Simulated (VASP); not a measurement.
# Al4N3 (P1) in VASP: relaxation of cell and atoms with PBE

Aim: the relaxation of cell and atoms of Al4N3 with PBE.

Program: VASP 6.6.1. These are calculated values, not measurements. Logs are shortened: lines on timing, memory, paths and dates and some standing lists are left out, and cuts for length are marked.

### Step 1. The cell of the first run

The typed cell holds 7 atoms: a = 3.151 Å, b = 3.143 Å, c = 9.876 Å, α = 89.58°, β = 90.41°, γ = 120.50°.

### Step 2. Relaxation of cell and atoms, PBE

INCAR reads:

```
SYSTEM = Al4N3
ALGO = Normal
EDIFF = 1E-6
EDIFFG = -0.025
ENCUT = 600
GGA = PE
IBRION = 2
ISIF = 3
ISMEAR = 0
LASPH = .True.
LCHARG = .False.
LREAL = .False.
LWAVE = .False.
NELM = 80
NSW = 80
PREC = Accurate
SIGMA = 0.2
```

KPOINTS reads:

```
k-points
0
Gamma
  12 12 2
  0 0 0
```

POSCAR reads:

```
Al4N3
1.0
    3.1506855380     -0.0115736601     -0.0111301433
   -1.5853658527      2.7142600072      0.0115372624
   -0.0350746577      0.0217318012      9.8757271997
Al N
4 3
Direct
    0.9598248615      1.0146482419      0.4886258459
    0.3719860513      0.7082576108      0.7450225782
    1.0171206427      0.9832417255      0.9903669955
    0.3352900039      0.6383586812      0.2412688775
    0.3168356142      0.6846076848      0.4407604579
    1.0006974469      1.0076204166      0.6905400316
    0.9982453795      0.9632656391      0.1784152135
```

Potentials or basis: VASP PAW PBE potentials, release 64 (Al, N).

Command:

```console
$ cat potpaw_PBE.64/Al/POTCAR potpaw_PBE.64/N/POTCAR > POTCAR
$ mpirun -np 1 vasp_std > vasp.out
```

OUTCAR:

```text
SYSTEM = Al4N3
   EDIFF = 1E-6
   EDIFFG = -0.025
   ENCUT = 600
   GGA = PE
   IBRION = 2
   ISIF = 3
   ISMEAR = 0
   LASPH = .True.
   LREAL = .False.
   NELM = 80
   NSW = 80
   PREC = Accurate

 ion  position               nearest neighbor table
   1  0.960  0.015  0.489-   5 1.81   5 1.87   5 1.94   6 2.00   4 2.97   4 2.97   2 3.00   2 3.16
                             2 3.20   4 3.20
   2  0.372  0.708  0.745-   6 1.79   6 1.91   6 1.98   3 2.99   3 2.99   1 3.00   3 3.11   1 3.16
                             1 3.20
   3  0.017  0.983  0.990-   7 1.86   2 2.99   2 2.99   4 3.05   4 3.06   4 3.10   2 3.11
   4  0.335  0.638  0.241-   7 1.91   7 1.91   7 1.93   5 1.98   1 2.97   1 2.97   3 3.05   3 3.06
                             3 3.10   1 3.20
   5  0.317  0.685  0.441-   1 1.81   1 1.87   1 1.94   4 1.98
   6  0.001  0.008  0.691-   2 1.79   2 1.91   2 1.98   1 2.00
   7  0.998  0.963  0.178-   3 1.86   4 1.91   4 1.91   4 1.93

  LATTYP: Found a triclinic cell.
 ALAT       =     3.1433621144
 B/A-ratio  =     0.9936042048
 C/A-ratio  =     3.1417994607
 COS(alpha) =     0.0002545586
 COS(beta)  =     0.0073616881
 COS(gamma) =     0.4944414371

  Lattice vectors:

 A1 = (   1.5853658527,  -2.7142600072,  -0.0115372624)
 A2 = (  -1.5653196853,  -2.7026863471,  -0.0004071191)
 A3 = (   0.0350746577,  -0.0217318012,  -9.8757271997)

Analysis of symmetry for initial positions (statically):
=====================================================================
 Subroutine PRICEL returns:
 Original cell was already a primitive cell.

 Routine SETGRP: Setting up the symmetry group for a
 triclinic supercell.

 Subroutine GETGRP returns: Found  1 space group operations
 (whereof  1 operations were pure point group operations)
 out of a pool of  2 trial point group operations.

The static configuration has the point symmetry C_1 .

Analysis of symmetry for dynamics (positions and initial velocities):
=====================================================================
 Subroutine PRICEL returns:
 Original cell was already a primitive cell.

 Routine SETGRP: Setting up the symmetry group for a
 triclinic supercell.

 Subroutine GETGRP returns: Found  1 space group operations
 (whereof  1 operations were pure point group operations)
 out of a pool of  2 trial point group operations.

The dynamic configuration has the point symmetry C_1 .

 Subroutine INISYM returns: Found  1 space group operations
 (whereof  1 operations are pure point group operations),
 and found     1 'primitive' translations

----------------------------------------------------------------------------------------

                                     Primitive cell

  volume of cell :      84.2724

  direct lattice vectors                    reciprocal lattice vectors
     3.150685538 -0.011573660 -0.011130143     0.318076235  0.185781349  0.000720864
    -1.585365853  2.714260007  0.011537262     0.001353426  0.369218495 -0.000807668
    -0.035074658  0.021731801  9.875727200     0.000356897 -0.000221958  0.101260122

  length of vectors
     3.150726454  3.143362114  9.875813396     0.368358141  0.369221859  0.101260994

  position of ions in fractional coordinates (direct lattice)
     0.959824862  0.014648242  0.488625846
     0.371986051  0.708257611  0.745022578
     0.017120643  0.983241726  0.990366995
     0.335290004  0.638358681  0.241268877
     0.316835614  0.684607685  0.440760458
     0.000697447  0.007620417  0.690540032
     0.998245379  0.963265639  0.178415214

  ion indices of the primitive-cell ions
   primitive index   ion index
                 1           1
                 2           2
                 3           3
                 4           4
                 5           5
                 6           6
                 7           7

----------------------------------------------------------------------------------------

 KPOINTS: k-points

Automatic generation of k-mesh.
 Grid dimensions read from file:
 generate k-points for:   12   12    2

 Generating k-lattice:

  Cartesian coordinates                     Fractional coordinates (reciprocal lattice)
     0.026506353  0.015481779  0.000060072     0.083333333 -0.000000000  0.000000000
     0.000112786  0.030768208 -0.000067306     0.000000000  0.083333333  0.000000000
     0.000178449 -0.000110979  0.050630061     0.000000000 -0.000000000  0.500000000

  Length of vectors
     0.030696512  0.030768488  0.050630497

  Shift w.r.t. Gamma in fractional coordinates (k-lattice)
     0.000000000  0.000000000  0.000000000

 Subroutine IBZKPT returns following result:
 ===========================================

 Found    148 irreducible k-points:

 Following reciprocal coordinates:
            Coordinates               Weight
  0.000000  0.000000  0.000000      1.000000
  0.083333 -0.000000  0.000000      2.000000
  0.166667  0.000000  0.000000      2.000000
  0.250000 -0.000000  0.000000      2.000000
  0.333333 -0.000000 -0.000000      2.000000
  0.416667 -0.000000  0.000000      2.000000
[... 16 lines left out ...]
  0.250000  0.166667  0.000000      2.000000
  0.333333  0.166667  0.000000      2.000000
 [... further k-points ...]
   k-points           NKPTS =    148   k-points in BZ     NKDIM =    148   number of bands    NBANDS=     17
   number of dos      NEDOS =    301   number of ions     NIONS =      7
   total plane-waves  NPLWV =  62720
   dimension x,y,z NGX =    28 NGY =   28 NGZ =   80
   dimension x,y,z NGXF=    56 NGYF=   56 NGZF=  160
   ions per type =               4   3
   NGX,Y,Z   is equivalent  to a cutoff of  14.77, 14.81, 13.47 a.u.
   NGXF,Y,Z  is equivalent  to a cutoff of  29.55, 29.62, 26.93 a.u.
 SYSTEM =  Al4N3
   PREC   = accura    normal or accurate (medium, high low for compatibility)
   ISTART =      0    job   : 0-new  1-cont  2-samecut
   ICHARG =      2    charge: 1-file 2-atom 10-const
   ISPIN  =      1    spin polarized calculation?
   LNONCOLLINEAR =      F non collinear calculations
   LSORBIT =      F    spin-orbit coupling
   LASPH  =      T    aspherical Exc in radial PAW
   ENCUT  =  600.0 eV  44.10 Ry    6.64 a.u.   6.29  6.28 19.72*2*pi/ulx,y,z
   NELM   =     80;   NELMIN=  2; NELMDL= -5     # of ELM steps
   EDIFF  = 0.1E-05   stopping-criterion for ELM
   LREAL  =      F    real-space projection
   EDIFFG = -.3E-01   stopping-criterion for IOM
   NSW    =     80    number of steps for IOM
   IBRION =      2    ionic relax: 0-MD 1-quasi-New 2-CG
   NFREE  =      1    steps in history (QN), initial steepest desc. (CG)
   ISIF   =      3    stress and relaxation
   ISYM   =      2    0-nonsym 1-usesym 2-fastsym
   POTIM  = 0.5000    time-step for ionic-motion
   TEBEG  =    0.0;   TEEND  =   0.0 temperature during run
   PSTRESS=    0.0 pullay stress
   NELECT =      27.0000    total number of electrons
   NUPDOWN=      -1.0000    fix difference up-down
   EMIN   =  10.00;   EMAX   =-10.00  energy-range for DOS
   EFERMI =   0.00;   METHOD = LEGACY
   ISMEAR =     0;   SIGMA  =   0.20  broadening in eV -4-tet -1-fermi 0-gaus
   EFERMI_NEDOS =   21; number of points for ismear=-14 and -15
   IALGO  =     38    algorithm
   IMIX   =      4    mixing-type and parameters
     AMIX     =   0.40;   BMIX     =  1.00
     AMIX_MAG =   1.60;   BMIX_MAG =  1.00
  volume/ion in A,a.u.               =      12.04        81.24
  Fermi-wavevector in a.u.,A,eV,Ry     =   1.120214  2.116898 17.073671  1.254879
  Thomas-Fermi vector in A             =   2.256859
   LORBIT       =      0    0 simple, 1 ext, 2 COOP (PROOUT), +10 PAW based schemes
   GGA     = PE    functional components
   LHFCALC =     F    Hartree Fock is set to
   AEXX    =    0.0000 exact exchange contribution
   IVDW    =     0    specifies the selected vdW correction
   LEPSILON=     F    determine dielectric tensor
   LRPA    =     F    only Hartree local field effects (RPA)
 conjugate gradient relaxation of ions
 non-spin polarized calculation
 Gauss-broadening in eV      SIGMA  =   0.20
  energy-cutoff  :      600.00
  volume of cell :       84.27
 maximum number of plane-waves:      2834
 NGX is ok and might be reduce to    28
   NGX = 13   NGY = 13   NGZ = 39

--------------------------------------- Ionic step        1  -------------------------------------------

 number of electron      27.0000000 magnetization

 Free energy of the ion-electron system (eV)
  ---------------------------------------------------
  ext. energy  EPLUGINS =         0.00000000
  ---------------------------------------------------
  free energy    TOTEN  =       -46.78679363 eV

  energy without entropy =      -46.77830949  energy(sigma->0) =      -46.78255156

------------------------ aborting loop because EDIFF is reached ----------------------------------------

  FORCE on cell =-STRESS in cart. coord.  units (eV):
  Direction    XX          YY          ZZ          XY          YZ          ZX
  --------------------------------------------------------------------------------------
  -------------------------------------------------------------------------------------
  Total        0.5609313     -1.0032805      0.5863468      1.9454106     -1.5059175      0.3543897
  in kB       10.6643650    -19.0742607     11.1475616     36.9859358    -28.6303411      6.7376195
  external PRESSURE =       0.9125553 kB  Pullay stress =       0.0000000 kB
[... 104 lines left out ...]
  FREE ENERGIE OF THE ION-ELECTRON SYSTEM (eV)
  ---------------------------------------------------
  free  energy   TOTEN  =       -47.1489543013 eV

  energy  without entropy=      -47.1400264210  energy(sigma->0) =      -47.14449036

[... ionic steps 4 to 32 ...]

--------------------------------------- Ionic step       33  -------------------------------------------

 number of electron      27.0000001 magnetization

------------------------ aborting loop because EDIFF is reached ----------------------------------------
[... 77 lines left out ...]
--------------------------------------- Ionic step       35  -------------------------------------------

 number of electron      27.0000001 magnetization

 Free energy of the ion-electron system (eV)
  ---------------------------------------------------
  ext. energy  EPLUGINS =         0.00000000
  ---------------------------------------------------
  free energy    TOTEN  =       -47.28394052 eV

  energy without entropy =      -47.27582383  energy(sigma->0) =      -47.27988217

 E-fermi :   8.6212     XC(G=0): -10.6184

 val. band max:        8.5528025095   @ k =   0.5000   0.2500   0.0000
 cond. band min:       8.7717394045   @ k =   0.0000   0.3333  -0.0000
 fundamental gap:      0.2189368950
 Fermi energy:         8.6212231589

 k-point     1 :       0.0000    0.0000    0.0000
  band No.  band energies     occupation
      1      -9.2906      2.00000
      2      -8.6176      2.00000
      3      -7.8665      2.00000
      4      -0.7099      2.00000
      5       0.1008      2.00000
      6       3.7478      2.00000
[... 457 lines left out ...]
      4       0.4779      2.00000
      5       0.7385      2.00000
      6       1.1000      2.00000
[... 9 lines left out ...]
     16      10.5381      0.00000
     17      11.9255      0.00000

 [... further k-points ...]
[... 5 lines left out ...]
  --------------------------------------------------------------------------------------
  -------------------------------------------------------------------------------------
  Total        0.0381891     -0.0302727     -0.0056618      0.0105737     -0.0201378      0.0239741
  in kB        0.7444765     -0.5901512     -0.1103736      0.2061296     -0.3925758      0.4673624
  external PRESSURE =       0.0146505 kB  Pullay stress =       0.0000000 kB
[... 22 lines left out ...]
  FREE ENERGIE OF THE ION-ELECTRON SYSTEM (eV)
  ---------------------------------------------------
  free  energy   TOTEN  =       -47.2839405189 eV

  energy  without entropy=      -47.2758238260  energy(sigma->0) =      -47.27988217

 reached required accuracy - stopping structural energy minimisation
```

Wall time 33 min (1 thread of Intel Xeon 6975P-C (Granite Rapids), shared host); peak memory 0.4 GiB.

Results:

| Quantity | Value |
| --- | --- |
| Free energy | -47.2839 eV |
| Relaxed volume | 11.74 Å³/atom |
| Relaxed cell | a = 3.109 Å, b = 3.111 Å, c = 9.808 Å, α = 90.05°, β = 90.20°, γ = 119.98° |
| Space group after relaxing (to 0.05 Å) | P3m1 (No. 156) |
| Energy gained by relaxing | 71.0 meV/atom |
| Ionic steps | 35 |
| Pressure after relaxing | 0.0 GPa |
| Largest force after relaxing | 0.020 eV/Å |

Forces on the atoms (eV/Å):
```
Al   0.002 -0.008  0.001
Al  -0.004  0.002  0.004
Al   0.003  0.006 -0.016
Al  -0.001  0.013  0.015
N   -0.005 -0.001  0.004
N   -0.004 -0.015 -0.006
N    0.008  0.004 -0.001
```

Stress tensor (GPa, compression positive):
```
 0.07  0.02  0.05
 0.02 -0.06 -0.04
 0.05 -0.04 -0.01
```

The path:
| step | energy change (eV) | largest force (eV/Å) | pressure (GPa) | volume (Å³) |
| --- | --- | --- | --- | --- |
| 1 | 0.0000 | 2.3039 | 0.09 | 84.27 |
| 2 | -0.2342 | 1.5237 | -1.95 | 84.33 |
| 3 | -0.3622 | 0.6772 | -2.09 | 84.31 |
| 4 | -0.4278 | 0.5427 | 0.68 | 82.55 |
| 5 | -0.4283 | 0.5645 | 0.97 | 82.39 |
| 6 | -0.4614 | 0.3313 | 0.24 | 82.54 |
| 7 | -0.4643 | 0.4606 | -0.02 | 82.60 |
| 8 | -0.4799 | 0.2027 | -0.38 | 82.65 |
| 9 | -0.4804 | 0.2314 | -0.45 | 82.67 |
| 10 | -0.4872 | 0.1440 | 0.22 | 82.28 |
| 11 | -0.4873 | 0.1560 | 0.30 | 82.22 |
| 12 | -0.4906 | 0.0880 | -0.06 | 82.33 |
| 13 | -0.4907 | 0.1094 | -0.14 | 82.36 |
| 14 | -0.4919 | 0.0769 | 0.00 | 82.28 |
| 15 | -0.4919 | 0.0771 | 0.00 | 82.28 |
| 16 | -0.4928 | 0.0594 | 0.11 | 82.24 |
| 17 | -0.4932 | 0.0589 | 0.25 | 82.19 |
| 18 | -0.4938 | 0.0393 | -0.03 | 82.33 |
| 19 | -0.4939 | 0.0349 | -0.14 | 82.39 |
| 20 | -0.4942 | 0.0298 | -0.08 | 82.36 |
| 21 | -0.4942 | 0.0394 | -0.02 | 82.32 |
| 22 | -0.4945 | 0.0316 | 0.05 | 82.27 |
| 23 | -0.4945 | 0.0308 | 0.09 | 82.25 |
| 24 | -0.4948 | 0.0257 | -0.01 | 82.29 |
| 25 | -0.4950 | 0.0495 | -0.20 | 82.36 |
| 26 | -0.4951 | 0.0490 | -0.18 | 82.34 |
| 27 | -0.4954 | 0.0464 | -0.12 | 82.29 |
| 28 | -0.4957 | 0.0487 | -0.01 | 82.19 |
| 29 | -0.4960 | 0.0351 | 0.02 | 82.16 |
| 30 | -0.4961 | 0.0422 | 0.06 | 82.12 |
| 31 | -0.4964 | 0.0391 | 0.04 | 82.13 |
| 32 | -0.4966 | 0.0583 | -0.01 | 82.16 |
| 33 | -0.4969 | 0.0335 | 0.00 | 82.16 |
| 34 | -0.4970 | 0.0364 | 0.02 | 82.17 |
| 35 | -0.4971 | 0.0197 | 0.00 | 82.19 |

Final structure:
```cif
data_structure
_symmetry_space_group_name_H-M 'P 1'
_symmetry_Int_Tables_number 1
_cell_length_a 3.1095
_cell_length_b 3.1112
_cell_length_c 9.8081
_cell_angle_alpha 90.052
_cell_angle_beta 90.202
_cell_angle_gamma 119.982
_cell_volume 82.19
loop_
_atom_site_label
_atom_site_type_symbol
_atom_site_fract_x
_atom_site_fract_y
_atom_site_fract_z
_atom_site_occupancy
Al1 Al 0.00196 0.00184 0.49578 1
Al2 Al 0.33944 0.67166 0.75878 1
Al3 Al 0.99447 0.99540 0.98113 1
Al4 Al 0.32929 0.66289 0.23877 1
N1 N 0.33410 0.66737 0.43304 1
N2 N 0.00583 0.00513 0.69044 1
N3 N 0.99491 0.99571 0.17704 1
```

Levels at points of the mesh, in eV from the Fermi level:
| k point | band 10 | band 11 | band 12 | band 13 | band 14 | band 15 | band 16 | band 17 |
| --- | --- | --- | --- | --- | --- | --- | --- | --- |
| (0.00, 0.00, 0.00) | -3.48 | -3.46 | -3.21 | -3.20 | 0.74 | 2.20 | 3.69 | 4.78 |
| (0.50, 0.00, 0.00) | -4.65 | -4.40 | -3.89 | -3.35 | -1.63 | 1.21 | 2.71 | 2.77 |
| (0.00, 0.50, 0.00) | -4.65 | -4.39 | -3.88 | -3.34 | -1.66 | 1.19 | 2.69 | 2.83 |
| (0.50, 0.50, 0.00) | -4.65 | -4.40 | -3.89 | -3.34 | -1.65 | 1.20 | 2.69 | 2.80 |
| (0.00, 0.00, 0.50) | -3.47 | -3.20 | -3.19 | -3.13 | -0.12 | 3.19 | 3.44 | 4.44 |
| (0.50, 0.00, 0.50) | -4.87 | -4.42 | -3.88 | -3.22 | -1.73 | 1.31 | 2.48 | 3.00 |
| (0.00, 0.50, 0.50) | -4.86 | -4.40 | -3.87 | -3.23 | -1.74 | 1.28 | 2.53 | 2.99 |
| (0.50, 0.50, 0.50) | -4.87 | -4.41 | -3.88 | -3.22 | -1.73 | 1.29 | 2.51 | 2.99 |
